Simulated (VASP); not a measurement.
# Zr (P6_3/mmc) in VASP: single point with PBE+D3(BJ)

Aim: the single point of Zr with PBE+D3(BJ).

All numbers are computed with VASP 6.6.1; they aren't measurements. Logs are shortened: lines on timing, memory, paths and dates and some standing lists are left out, and cuts for length are marked.

### Step 1. The cell of the first run

The structure is hexagonal, space group P6_3/mmc (No. 194). Conventional cell: a = 3.186 Å, b = 3.186 Å, c = 5.110 Å, α = 90.00°, β = 90.00°, γ = 120.00°. Within 4.1 Å of Zr (site symmetry -6m2) lie 12 Zr at 3.15 to 3.19 Å.

### Step 2. Single point, PBE+D3(BJ)

INCAR

```
PREC     = Accurate       # precision mode
ENCUT    = 520            # plane-wave cutoff, eV
EDIFF    = 1E-6           # SCF threshold, eV
ISMEAR   = 0              # smearing method
SIGMA    = 0.1            # smearing width, eV
LREAL    = False          # projectors in reciprocal space
LASPH    = True           # aspherical terms in the spheres
NELM     = 60             # most SCF steps
ALGO     = Fast           # electronic algorithm
ISIF     = 2              # what is computed and relaxed
LWAVE    = False          # write WAVECAR
LCHARG   = False          # write CHGCAR
GGA      = PE             # functional
IVDW     = 12             # dispersion correction
NBANDS   = 19             # bands
```

KPOINTS

```
Automatic mesh
0
Gamma
  18 18 8
```

POSCAR

```
Zr
1.0
    3.1855047880      0.0000000000      0.0000000000
   -1.5927523940      2.7587280703      0.0000000000
    0.0000000000      0.0000000000      5.1100856935
Zr
2
Direct
    0.3333333333      0.6666666667      0.2500000000
    0.6666666667      0.3333333333      0.7500000000
```

Potentials or basis: VASP PAW PBE potentials, release 64 (Zr_sv).

Launch:

```console
$ cat potpaw_PBE.64/Zr_sv/POTCAR > POTCAR
$ mpirun -np 1 vasp_std > vasp.out
```

OUTCAR:

```text
PREC = Accurate
   ENCUT = 520
   EDIFF = 1E-6
   ISMEAR = 0
   LREAL = False
   LASPH = True
   NELM = 60
   ISIF = 2
   GGA = PE
   IVDW = 12
 IVDW          = 12

 ion  position               nearest neighbor table
   1  0.333  0.667  0.250-   2 3.15   2 3.15   2 3.15   2 3.15   2 3.15   2 3.15
   2  0.667  0.333  0.750-   1 3.15   1 3.15   1 3.15   1 3.15   1 3.15   1 3.15

  LATTYP: Found a hexagonal cell.
 ALAT       =     3.1855047880
 C/A-ratio  =     1.6041682664

  Lattice vectors:

 A1 = (   3.1855047880,   0.0000000000,   0.0000000000)
 A2 = (  -1.5927523940,   2.7587280703,   0.0000000000)
 A3 = (   0.0000000000,   0.0000000000,   5.1100856935)

Analysis of symmetry for initial positions (statically):
=====================================================================
 Subroutine PRICEL returns:
 Original cell was already a primitive cell.

 Routine SETGRP: Setting up the symmetry group for a
 hexagonal supercell.

 Subroutine GETGRP returns: Found 24 space group operations
 (whereof 12 operations were pure point group operations)
 out of a pool of 24 trial point group operations.

The static configuration has the point symmetry D_3d.
 The point group associated with its full space group is D_6h.

Analysis of symmetry for dynamics (positions and initial velocities):
=====================================================================
 Subroutine PRICEL returns:
 Original cell was already a primitive cell.

 Routine SETGRP: Setting up the symmetry group for a
 hexagonal supercell.

 Subroutine GETGRP returns: Found 24 space group operations
 (whereof 12 operations were pure point group operations)
 out of a pool of 24 trial point group operations.

The dynamic configuration has the point symmetry D_3d.
 The point group associated with its full space group is D_6h.

 Subroutine INISYM returns: Found 24 space group operations
 (whereof 12 operations are pure point group operations),
 and found     1 'primitive' translations

----------------------------------------------------------------------------------------

                                     Primitive cell

  volume of cell :      44.9071

  direct lattice vectors                    reciprocal lattice vectors
     3.185504788  0.000000000  0.000000000     0.313921989  0.181242945  0.000000000
    -1.592752394  2.758728070  0.000000000     0.000000000  0.362485890  0.000000000
     0.000000000  0.000000000  5.110085694     0.000000000  0.000000000  0.195691435

  length of vectors
     3.185504788  3.185504788  5.110085694     0.362485890  0.362485890  0.195691435

  position of ions in fractional coordinates (direct lattice)
     0.333333333  0.666666667  0.250000000
     0.666666667  0.333333333  0.750000000

  ion indices of the primitive-cell ions
   primitive index   ion index
                 1           1
                 2           2

----------------------------------------------------------------------------------------

 KPOINTS: Automatic mesh

Automatic generation of k-mesh.
 Grid dimensions read from file:
 generate k-points for:   18   18    8

 Generating k-lattice:

  Cartesian coordinates                     Fractional coordinates (reciprocal lattice)
     0.017440111  0.010069053  0.000000000     0.055555556  0.000000000  0.000000000
     0.000000000  0.020138105  0.000000000     0.000000000  0.055555556  0.000000000
     0.000000000  0.000000000  0.024461429     0.000000000  0.000000000  0.125000000

  Length of vectors
     0.020138105  0.020138105  0.024461429

  Shift w.r.t. Gamma in fractional coordinates (k-lattice)
     0.000000000  0.000000000  0.000000000

 Subroutine IBZKPT returns following result:
 ===========================================

 Found    185 irreducible k-points:

 Following reciprocal coordinates:
            Coordinates               Weight
  0.000000  0.000000  0.000000      1.000000
  0.055556  0.000000  0.000000      6.000000
  0.111111  0.000000  0.000000      6.000000
  0.166667  0.000000  0.000000      6.000000
  0.222222  0.000000  0.000000      6.000000
  0.277778  0.000000  0.000000      6.000000
[... 16 lines left out ...]
  0.333333  0.111111  0.000000     12.000000
  0.388889  0.111111  0.000000     12.000000
 [... further k-points ...]
   k-points           NKPTS =    185   k-points in BZ     NKDIM =    185   number of bands    NBANDS=     19
   number of dos      NEDOS =    301   number of ions     NIONS =      2
   total plane-waves  NPLWV =  23040
   dimension x,y,z NGX =    24 NGY =   24 NGZ =   40
   dimension x,y,z NGXF=    48 NGYF=   48 NGZF=   80
   ions per type =               2
   NGX,Y,Z   is equivalent  to a cutoff of  12.53, 12.53, 13.01 a.u.
   NGXF,Y,Z  is equivalent  to a cutoff of  25.05, 25.05, 26.03 a.u.
 SYSTEM =  unknown system
   PREC   = accura    normal or accurate (medium, high low for compatibility)
   ISTART =      0    job   : 0-new  1-cont  2-samecut
   ICHARG =      2    charge: 1-file 2-atom 10-const
   ISPIN  =      1    spin polarized calculation?
   LNONCOLLINEAR =      F non collinear calculations
   LSORBIT =      F    spin-orbit coupling
   LASPH  =      T    aspherical Exc in radial PAW
   ENCUT  =  520.0 eV  38.22 Ry    6.18 a.u.   5.92  5.92  9.50*2*pi/ulx,y,z
   NELM   =     60;   NELMIN=  2; NELMDL= -5     # of ELM steps
   EDIFF  = 0.1E-05   stopping-criterion for ELM
   LREAL  =      F    real-space projection
   EDIFFG = 0.1E-04   stopping-criterion for IOM
   NSW    =      0    number of steps for IOM
   IBRION =     -1    ionic relax: 0-MD 1-quasi-New 2-CG
   NFREE  =      0    steps in history (QN), initial steepest desc. (CG)
   ISIF   =      2    stress and relaxation
   ISYM   =      2    0-nonsym 1-usesym 2-fastsym
   POTIM  = 0.5000    time-step for ionic-motion
   TEBEG  =    0.0;   TEEND  =   0.0 temperature during run
   PSTRESS=    0.0 pullay stress
   NELECT =      24.0000    total number of electrons
   NUPDOWN=      -1.0000    fix difference up-down
   EMIN   =  10.00;   EMAX   =-10.00  energy-range for DOS
   EFERMI =   0.00;   METHOD = LEGACY
   ISMEAR =     0;   SIGMA  =   0.10  broadening in eV -4-tet -1-fermi 0-gaus
   EFERMI_NEDOS =   21; number of points for ismear=-14 and -15
   IALGO  =     68    algorithm
   IMIX   =      4    mixing-type and parameters
     AMIX     =   0.40;   BMIX     =  1.00
     AMIX_MAG =   1.60;   BMIX_MAG =  1.00
  volume/ion in A,a.u.               =      22.45       151.52
  Fermi-wavevector in a.u.,A,eV,Ry     =   1.328536  2.510570 24.014406  1.765009
  Thomas-Fermi vector in A             =   2.457767
   LORBIT       =      0    0 simple, 1 ext, 2 COOP (PROOUT), +10 PAW based schemes
   GGA     = PE    functional components
   LHFCALC =     F    Hartree Fock is set to
   AEXX    =    0.0000 exact exchange contribution
   IVDW    =    12    specifies the selected vdW correction
   LEPSILON=     F    determine dielectric tensor
   LRPA    =     F    only Hartree local field effects (RPA)
 non-spin polarized calculation
 RMM-DIIS sequential band-by-band and
 Gauss-broadening in eV      SIGMA  =   0.10
  energy-cutoff  :      520.00
  volume of cell :       44.91
 maximum number of plane-waves:      1228
 NGX is ok and might be reduce to    24
   NGX = 11   NGY = 11   NGZ = 19

 number of electron      24.0000000 magnetization

 Free energy of the ion-electron system (eV)
  ---------------------------------------------------
  ext. energy  EPLUGINS =         0.00000000
  ---------------------------------------------------
  free energy    TOTEN  =       -17.02163913 eV

  energy without entropy =      -17.01096184  energy(sigma->0) =      -17.01630048

 E-fermi :   9.4075     XC(G=0): -11.2476

 val. band max:        9.4042125374   @ k =   0.3889   0.2222   0.2500
 cond. band min:       9.4085656579   @ k =   0.3333   0.3333   0.5000
 fundamental gap:      0.0043531205
 Fermi energy:         9.4074974665

 k-point     1 :       0.0000    0.0000    0.0000
  band No.  band energies     occupation
      1     -39.3657      2.00000
      2     -39.1910      2.00000
      3     -17.9475      2.00000
      4     -16.9744      2.00000
      5     -16.9744      2.00000
      6     -16.8342      2.00000
[... 11 lines left out ...]
     18      11.6598      0.00000
     19      14.0175      0.00000

 k-point     2 :       0.0556    0.0000    0.0000
  band No.  band energies     occupation
      1     -39.3615      2.00000
      2     -39.1892      2.00000
      3     -17.9369      2.00000
      4     -16.9988      2.00000
      5     -16.9823      2.00000
      6     -16.8480      2.00000
[... 11 lines left out ...]
     18      11.5767      0.00000
     19      14.0818      0.00000

 k-point     3 :       0.1111    0.0000    0.0000
  band No.  band energies     occupation
      1     -39.3494      2.00000
      2     -39.1840      2.00000
      3     -17.9058      2.00000
      4     -17.0689      2.00000
      5     -17.0047      2.00000
      6     -16.9199      2.00000
[... 11 lines left out ...]
     18      11.3619      0.00000
     19      14.2324      0.00000

 k-point     4 :       0.1667    0.0000    0.0000
  band No.  band energies     occupation
      1     -39.3306      2.00000
      2     -39.1763      2.00000
      3     -17.8559      2.00000
      4     -17.1761      2.00000
      5     -17.0379      2.00000
      6     -17.0273      2.00000
[... 11 lines left out ...]
     18      11.6919      0.00000
     19      14.4147      0.00000

 k-point     5 :       0.2222    0.0000    0.0000
  band No.  band energies     occupation
      1     -39.3067      2.00000
      2     -39.1675      2.00000
      3     -17.7904      2.00000
      4     -17.3072      2.00000
      5     -17.1548      2.00000
      6     -17.0772      2.00000
[... 11 lines left out ...]
     18      12.2027      0.00000
     19      14.5821      0.00000

 k-point     6 :       0.2778    0.0000    0.0000
  band No.  band energies     occupation
      1     -39.2802      2.00000
      2     -39.1592      2.00000
      3     -17.7137      2.00000
      4     -17.4461      2.00000
      5     -17.2858      2.00000
      6     -17.1178      2.00000
[... 11 lines left out ...]
     18      12.8130      0.00000
     19      14.7143      0.00000

 k-point     7 :       0.3333    0.0000    0.0000
  band No.  band energies     occupation
      1     -39.2537      2.00000
      2     -39.1528      2.00000
      3     -17.6317      2.00000
      4     -17.5755      2.00000
      5     -17.4053      2.00000
      6     -17.1550      2.00000
[... 11 lines left out ...]
     18      13.4784      0.00000
     19      14.8077      0.00000

 k-point     8 :       0.3889    0.0000    0.0000
  band No.  band energies     occupation
      1     -39.2301      2.00000
      2     -39.1495      2.00000
      3     -17.6802      2.00000
      4     -17.5526      2.00000
      5     -17.5003      2.00000
      6     -17.1847      2.00000
[... 256 lines left out ...]
 k-point    20 :       0.1667    0.1111    0.0000
  band No.  band energies     occupation
      1     -39.2972      2.00000
      2     -39.1643      2.00000
      3     -17.7634      2.00000
      4     -17.3153      2.00000
      5     -17.2499      2.00000
      6     -17.0597      2.00000
[... 11 lines left out ...]
     18      12.6360      0.00000
     19      14.4888      0.00000

 k-point    21 :       0.2222    0.1111    0.0000
  band No.  band energies     occupation
      1     -39.2718      2.00000
      2     -39.1569      2.00000
      3     -17.6886      2.00000
      4     -17.4411      2.00000
      5     -17.3458      2.00000
      6     -17.1198      2.00000
[... 11 lines left out ...]
     18      13.3356      0.00000
     19      14.5688      0.00000

 k-point    22 :       0.2778    0.1111    0.0000
  band No.  band energies     occupation
      1     -39.2463      2.00000
      2     -39.1514      2.00000
      3     -17.6082      2.00000
      4     -17.5616      2.00000
      5     -17.4301      2.00000
      6     -17.1771      2.00000
[... 11 lines left out ...]
     18      14.1001      0.00000
     19      14.6283      0.00000

 k-point    23 :       0.3333    0.1111    0.0000
  band No.  band energies     occupation
      1     -39.2235      2.00000
      2     -39.1489      2.00000
      3     -17.6591      2.00000
      4     -17.5298      2.00000
      5     -17.4976      2.00000
      6     -17.2232      2.00000
[... 11 lines left out ...]
     18      14.6658      0.00000
     19      14.8785      0.00000

 k-point    24 :       0.3889    0.1111    0.0000
  band No.  band energies     occupation
      1     -39.2067      2.00000
      2     -39.1491      2.00000
      3     -17.7222      2.00000
      4     -17.5415      2.00000
      5     -17.4663      2.00000
      6     -17.2529      2.00000
[... 11 lines left out ...]
     18      14.6853      0.00000
     19      15.5777      0.00000

 [... further k-points ...]

------------------------ aborting loop because EDIFF is reached ----------------------------------------

 Edisp (eV)   -1.09726

 E8    (eV) :    -0.5636

  FORCE on cell =-STRESS in cart. coord.  units (eV):
  Direction    XX          YY          ZZ          XY          YZ          ZX
  --------------------------------------------------------------------------------------
  -------------------------------------------------------------------------------------
  Total       0.00695     0.00695     0.00671     0.00000    -0.00000     0.00000
  in kB       0.24802     0.24802     0.23948     0.00000    -0.00000     0.00000
  external pressure =        0.25 kB  Pullay stress =        0.00 kB

 VOLUME and BASIS-vectors are now :
 -----------------------------------------------------------------------------
  energy-cutoff  :      520.00
  volume of cell :       44.91
      direct lattice vectors                 reciprocal lattice vectors
     3.185504788  0.000000000  0.000000000     0.313921989  0.181242945  0.000000000
    -1.592752394  2.758728070  0.000000000     0.000000000  0.362485890  0.000000000
     0.000000000  0.000000000  5.110085694     0.000000000  0.000000000  0.195691435

 POSITION                                       TOTAL-FORCE (eV/Angst)
 -----------------------------------------------------------------------------------
     -0.00000      1.83915      1.27752         0.000000      0.000000      0.000000
      1.59275      0.91958      3.83256        -0.000000     -0.000000      0.000000
 -----------------------------------------------------------------------------------
    total drift:                               -0.000000      0.000000     -0.000000

  FREE ENERGIE OF THE ION-ELECTRON SYSTEM (eV)
  ---------------------------------------------------
  free  energy   TOTEN  =       -18.1189006849 eV

  energy  without entropy=      -18.1082233904  energy(sigma->0) =      -18.11356204
```

It took 4.6 min on 1 thread of AMD EPYC 7R43 (Zen 3), shared host; peak memory 0.22 GiB.

Results:

| Item | Value |
| --- | --- |
| Free energy | -18.1189 eV |
| Pressure | 0.0 GPa |
| Band gap on the k mesh | zero (band 12 reaches 10.37 eV, above the bottom of band 13 at 9.16 eV) |
| Dispersion energy per atom | -0.549 eV |

Caveat: pairwise dispersion overbinds metals, which lowers pressure and volume.
